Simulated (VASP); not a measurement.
The system is Fe.

```xyz
1
Lattice="-1.4235 1.4235 1.4235 1.4235 -1.4235 1.4235 1.4235 1.4235 -1.4235" Properties=species:S:1:pos:R:3 pbc="T T T"
Fe    0.0000    0.0000    0.0000
```

Program: VASP 6.6.1. Alike in all runs: task single point; potentials or basis VASP PAW PBE potentials, release 64 (Fe); spin collinear, ferromagnetic start; cell as given; cutoff (eV) 520; smearing fermi-dirac 0.05 eV.

Order these runs on this cell by their pressure, lowest first.
A. level HSE06; k mesh 8 × 8 × 8; grid for exact exchange (PRECFOCK) Normal; share of exact exchange 0.25; screening parameter 0.2079 1/Å
B. level BLYP+D4; k mesh 13 × 13 × 13
C. level PBEsol-based screened hybrid with 25 % exact exchange; k mesh 7 × 7 × 7; grid for exact exchange (PRECFOCK) Normal; share of exact exchange 0.25; screening parameter 0.207 1/Å

B (-4.8 GPa), C (6.8 GPa), A (12.0 GPa).

Caveats: some runs use coarse meshes; the PAW data sets were made with another functional, which shifts forces and pressure a little; the cell stands under tension (at least some runs).
